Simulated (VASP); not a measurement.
# Nb (P6_3/mmc) in VASP: further runs

Nb is run at these levels: r2SCAN; tasks: single point.

All numbers are computed with VASP 6.6.1; they aren't measurements. Logs are shortened: lines on timing, memory, paths and dates and some standing lists are left out, and cuts for length are marked.

## 1. The cell of the first run

The structure is hexagonal, space group P6_3/mmc (No. 194). Conventional cell: a = 2.892 Å, b = 2.892 Å, c = 10.656 Å, α = 90.00°, β = 90.00°, γ = 120.00°. Nb (site symmetry -3m) has 12 Nb at 2.89 to 3.14 Å within 3.8 Å. Within 3.8 Å of Nb (site symmetry -6m2) lie 12 Nb at 2.89 to 3.14 Å.

This isn't the form of Nb at room conditions, which is bcc.

## 2. Single point, r2SCAN, collinear spin (19.29 Å³/atom)

Contents of POSCAR:

```
Nb
1.0
    2.8919337225      0.0000000000      0.0000000000
   -1.4459668612      2.5044880697      0.0000000000
    0.0000000000      0.0000000000     10.6559246108
Nb
4
Direct
    0.0000000000      0.0000000000      0.0000000000
    0.0000000000      0.0000000000      0.5000000000
    0.3333333333      0.6666666667      0.2500000000
    0.6666666667      0.3333333333      0.7500000000
```

Contents of INCAR.step1:

```
PREC = Accurate
ENCUT = 520
ISMEAR = -1
SIGMA = 0.05
LREAL = False
LASPH = True
NELM = 150
ISPIN = 2
MAGMOM = 1 1 1 1
LMAXMIX = 4
NBANDS = 38
GGA = PE
ALGO = Normal
EDIFF = 1E-4
LWAVE = True
LCHARG = False
```

Contents of INCAR.step2:

```
PREC = Accurate
ENCUT = 520
EDIFF = 1E-7
ISMEAR = -1
SIGMA = 0.05
LREAL = False
LASPH = True
NELM = 150
ALGO = Normal
ISIF = 2
LWAVE = False
LCHARG = True
ISPIN = 2
MAGMOM = 1 1 1 1
LORBIT = 11
LMAXMIX = 4
METAGGA = R2SCAN
LMIXTAU = True
LELF = True
LVHAR = True
NBANDS = 38
ISTART = 1
```

Contents of KPOINTS:

```
regular mesh
0
Gamma
  14 14 4
```

Potentials or basis: VASP PAW PBE potentials, release 64 (Nb_sv).

Launch:

```bash
$ cat potpaw_PBE.64/Nb_sv/POTCAR > POTCAR
$ cp INCAR.step1 INCAR
$ mpirun -np 1 vasp_std > vasp.out
$ cp INCAR.step2 INCAR
$ mpirun -np 1 vasp_std > vasp.out
```

OUTCAR:

```text
PREC = Accurate
   ENCUT = 520
   EDIFF = 1E-7
   ISMEAR = -1
   LREAL = False
   LASPH = True
   NELM = 150
   ISIF = 2
   ISPIN = 2
   LORBIT = 11
   METAGGA = R2SCAN
   ISTART = 1

 ion  position               nearest neighbor table
   1  0.000  0.000  0.000-
   2  0.000  0.000  0.500-
   3  0.333  0.667  0.250-
   4  0.667  0.333  0.750-

  LATTYP: Found a hexagonal cell.
 ALAT       =     2.8919337225
 C/A-ratio  =     3.6847056791

  Lattice vectors:

 A1 = (   2.8919337225,   0.0000000000,   0.0000000000)
 A2 = (  -1.4459668612,   2.5044880697,   0.0000000000)
 A3 = (   0.0000000000,   0.0000000000,  10.6559246108)

Analysis of symmetry for initial positions (statically):
=====================================================================
 Subroutine PRICEL returns:
 Original cell was already a primitive cell.

 Routine SETGRP: Setting up the symmetry group for a
 hexagonal supercell.

 Subroutine GETGRP returns: Found 24 space group operations
 (whereof 12 operations were pure point group operations)
 out of a pool of 24 trial point group operations.

The static configuration has the point symmetry D_3d.
 The point group associated with its full space group is D_6h.

Analysis of symmetry for dynamics (positions and initial velocities):
=====================================================================
 Subroutine PRICEL returns:
 Original cell was already a primitive cell.

 Routine SETGRP: Setting up the symmetry group for a
 hexagonal supercell.

 Subroutine GETGRP returns: Found 24 space group operations
 (whereof 12 operations were pure point group operations)
 out of a pool of 24 trial point group operations.

The dynamic configuration has the point symmetry D_3d.
 The point group associated with its full space group is D_6h.

Analysis of structural, dynamic, and magnetic symmetry:
=====================================================================
 Subroutine PRICEL returns:
 Original cell was already a primitive cell.

 Routine SETGRP: Setting up the symmetry group for a
 hexagonal supercell.

 Subroutine GETGRP returns: Found 24 space group operations
 (whereof 12 operations were pure point group operations)
 out of a pool of 24 trial point group operations.

The overall configuration has the point symmetry D_3d.
 The point group associated with its full space group is D_6h.

 Subroutine INISYM returns: Found 24 space group operations
 (whereof 12 operations are pure point group operations),
 and found     1 'primitive' translations

----------------------------------------------------------------------------------------

                                     Primitive cell

  volume of cell :      77.1789

  direct lattice vectors                    reciprocal lattice vectors
     2.891933723  0.000000000  0.000000000     0.345789391  0.199641598  0.000000000
    -1.445966861  2.504488070  0.000000000     0.000000000  0.399283196  0.000000000
     0.000000000  0.000000000 10.655924611     0.000000000  0.000000000  0.093844508

  length of vectors
     2.891933723  2.891933722 10.655924611     0.399283196  0.399283196  0.093844508

  position of ions in fractional coordinates (direct lattice)
     0.000000000  0.000000000  0.000000000
     0.000000000  0.000000000  0.500000000
     0.333333333  0.666666667  0.250000000
     0.666666667  0.333333333  0.750000000

  ion indices of the primitive-cell ions
   primitive index   ion index
                 1           1
                 2           2
                 3           3
                 4           4

----------------------------------------------------------------------------------------

 KPOINTS: regular mesh

Automatic generation of k-mesh.
 Grid dimensions read from file:
 generate k-points for:   14   14    4

 Generating k-lattice:

  Cartesian coordinates                     Fractional coordinates (reciprocal lattice)
     0.024699242  0.014260114  0.000000000     0.071428571  0.000000000  0.000000000
     0.000000000  0.028520228  0.000000000     0.000000000  0.071428571  0.000000000
     0.000000000  0.000000000  0.023461127     0.000000000  0.000000000  0.250000000

  Length of vectors
     0.028520228  0.028520228  0.023461127

  Shift w.r.t. Gamma in fractional coordinates (k-lattice)
     0.000000000  0.000000000  0.000000000

 Subroutine IBZKPT returns following result:
 ===========================================

 Found     72 irreducible k-points:

 Following reciprocal coordinates:
            Coordinates               Weight
  0.000000  0.000000  0.000000      1.000000
  0.071429  0.000000  0.000000      6.000000
  0.142857  0.000000  0.000000      6.000000
  0.214286  0.000000  0.000000      6.000000
  0.285714  0.000000  0.000000      6.000000
  0.357143 -0.000000  0.000000      6.000000
[... 16 lines left out ...]
  0.285714  0.285714  0.000000      6.000000
  0.357143  0.285714  0.000000      6.000000
 [... further k-points ...]
   k-points           NKPTS =     72   k-points in BZ     NKDIM =     72   number of bands    NBANDS=     38
   number of dos      NEDOS =    301   number of ions     NIONS =      4
   total plane-waves  NPLWV =  46080
   dimension x,y,z NGX =    24 NGY =   24 NGZ =   80
   dimension x,y,z NGXF=    48 NGYF=   48 NGZF=  160
   ions per type =               4
   NGX,Y,Z   is equivalent  to a cutoff of  13.80, 13.80, 12.48 a.u.
   NGXF,Y,Z  is equivalent  to a cutoff of  27.59, 27.59, 24.96 a.u.
 SYSTEM =  unknown system
   PREC   = accura    normal or accurate (medium, high low for compatibility)
   ISTART =      1    job   : 0-new  1-cont  2-samecut
   ICHARG =      0    charge: 1-file 2-atom 10-const
   ISPIN  =      2    spin polarized calculation?
   LNONCOLLINEAR =      F non collinear calculations
   LSORBIT =      F    spin-orbit coupling
   LASPH  =      T    aspherical Exc in radial PAW
   ENCUT  =  520.0 eV  38.22 Ry    6.18 a.u.   5.38  5.38 19.81*2*pi/ulx,y,z
   NELM   =    150;   NELMIN=  2; NELMDL=  0     # of ELM steps
   EDIFF  = 0.1E-06   stopping-criterion for ELM
   LREAL  =      F    real-space projection
   EDIFFG = 0.1E-05   stopping-criterion for IOM
   NSW    =      0    number of steps for IOM
   IBRION =     -1    ionic relax: 0-MD 1-quasi-New 2-CG
   NFREE  =      0    steps in history (QN), initial steepest desc. (CG)
   ISIF   =      2    stress and relaxation
   ISYM   =      2    0-nonsym 1-usesym 2-fastsym
   POTIM  = 0.5000    time-step for ionic-motion
   TEBEG  =    0.0;   TEEND  =   0.0 temperature during run
   PSTRESS=    0.0 pullay stress
   NELECT =      52.0000    total number of electrons
   NUPDOWN=      -1.0000    fix difference up-down
   EMIN   =  10.00;   EMAX   =-10.00  energy-range for DOS
   EFERMI =   0.00;   METHOD = LEGACY
   ISMEAR =    -1;   SIGMA  =   0.05  broadening in eV -4-tet -1-fermi 0-gaus
   EFERMI_NEDOS =   21; number of points for ismear=-14 and -15
   IALGO  =     38    algorithm
   IMIX   =      4    mixing-type and parameters
     AMIX     =   0.40;   BMIX     =  1.00
     AMIX_MAG =   1.60;   BMIX_MAG =  1.00
  volume/ion in A,a.u.               =      19.29       130.21
  Fermi-wavevector in a.u.,A,eV,Ry     =   1.435191  2.712118 28.024928  2.059774
  Thomas-Fermi vector in A             =   2.554517
   LORBIT       =     11    0 simple, 1 ext, 2 COOP (PROOUT), +10 PAW based schemes
   METAGGA = R2SCAN    functional components
   LHFCALC =     F    Hartree Fock is set to
   AEXX    =    0.0000 exact exchange contribution
   IVDW    =     0    specifies the selected vdW correction
   LEPSILON=     F    determine dielectric tensor
   LRPA    =     F    only Hartree local field effects (RPA)
 spin polarized calculation
  energy-cutoff  :      520.00
  volume of cell :       77.18
 maximum number of plane-waves:      2116
 NGX is ok and might be reduce to    24
   NGX = 11   NGY = 11   NGZ = 39

 number of electron      52.0000003 magnetization       0.0000217

 Free energy of the ion-electron system (eV)
  ---------------------------------------------------
  ext. energy  EPLUGINS =         0.00000000
  ---------------------------------------------------
  free energy    TOTEN  =       -98.14354729 eV

  energy without entropy =      -98.09961589  energy(sigma->0) =      -98.12158159

 E-fermi :  10.5368     XC(G=0): -13.2045

 val. band max:       10.5305990546   @ k =   0.5000   0.0000   0.0000
 cond. band min:      10.5411506092   @ k =   0.2143   0.2143   0.2500
 fundamental gap:      0.0105515546
 Fermi energy:        10.5367653896

 spin component 1

 k-point     1 :       0.0000    0.0000    0.0000
  band No.  band energies     occupation
      1     -46.0406      1.00000
      2     -45.9918      1.00000
      3     -45.9758      1.00000
      4     -45.9262      1.00000
      5     -21.7605      1.00000
      6     -21.3452      1.00000
[... 30 lines left out ...]
     37      14.4072      0.00000
     38      14.4072      0.00000
[... 941 lines left out ...]
     37      18.8465      0.00000
     38      19.1339      0.00000

 [... further k-points ...]

 spin component 2

 k-point     1 :       0.0000    0.0000    0.0000
  band No.  band energies     occupation
      1     -46.0406      1.00000
      2     -45.9918      1.00000
      3     -45.9758      1.00000
      4     -45.9262      1.00000
      5     -21.7605      1.00000
      6     -21.3452      1.00000
[... 30 lines left out ...]
     37      14.4072      0.00000
     38      14.4072      0.00000
[... 941 lines left out ...]
     37      18.8465      0.00000
     38      19.1340      0.00000

 [... further k-points ...]
[... 5 lines left out ...]
  --------------------------------------------------------------------------------------
  -------------------------------------------------------------------------------------
  Total       -2.8937692     -2.8937692     -3.1088493     -0.0000000      0.0000000      0.0000000
  in kB      -60.0725452    -60.0725452    -64.5374518     -0.0000000      0.0000000      0.0000000
  external PRESSURE =     -61.5608474 kB  Pullay stress =       0.0000000 kB

 VOLUME and BASIS-vectors are now :
 -----------------------------------------------------------------------------
  energy-cutoff  :      520.00
  volume of cell :       77.18
      direct lattice vectors                 reciprocal lattice vectors
     2.891933723  0.000000000  0.000000000     0.345789391  0.199641598  0.000000000
    -1.445966861  2.504488070  0.000000000     0.000000000  0.399283196  0.000000000
     0.000000000  0.000000000 10.655924611     0.000000000  0.000000000  0.093844508

 POSITION                                       TOTAL-FORCE (eV/Angst)
 -----------------------------------------------------------------------------------
      0.00000      0.00000      0.00000         0.000000      0.000000     -0.000000
      0.00000      0.00000      5.32796        -0.000000      0.000000     -0.000000
     -0.00000      1.66966      2.66398        -0.000000      0.000000      0.000000
      1.44597      0.83483      7.99194         0.000000     -0.000000      0.000000
 -----------------------------------------------------------------------------------
    total drift:                               -0.000000      0.000000     -0.000000

  FREE ENERGIE OF THE ION-ELECTRON SYSTEM (eV)
  ---------------------------------------------------
  free  energy   TOTEN  =       -98.1435472868 eV

  energy  without entropy=      -98.0996158889  energy(sigma->0) =      -98.12158159

 total charge

# of ion       s       p       d       tot
------------------------------------------
    1        2.217   5.999   2.404  10.619
    2        2.217   5.999   2.404  10.619
    3        2.215   5.992   2.420  10.627
    4        2.215   5.992   2.420  10.627
--------------------------------------------------
tot          8.864  23.980   9.647  42.492

 magnetization (x)

# of ion       s       p       d       tot
------------------------------------------
    1        0.000   0.000   0.000   0.000
    2        0.000   0.000   0.000   0.000
    3        0.000   0.000   0.000   0.000
    4        0.000   0.000   0.000   0.000
--------------------------------------------------
tot          0.000   0.000   0.000   0.000
```

Wall time 25 min (1 thread of AMD EPYC 9R45 (Zen 5), shared host); peak memory 0.42 GiB.

What came out:

```
Free energy                                           : -98.1435 eV
Pressure                                              : -6.2 GPa
Band gap on the k mesh                                : zero (filled and empty bands overlap)
Net moment                                            : 0.00 μB per cell
Valence electrons inside the program's atomic spheres : Nb 10.62, 10.63 (each value once)
```

Stress tensor (GPa, compression positive):
```
-6.01  0.00  0.00
 0.00 -6.01  0.00
 0.00  0.00 -6.45
```

Caveat: the cell stands under tension; the PAW data sets were made with another functional, which shifts forces and pressure a little.

(Part 1 of 2 ends here.)
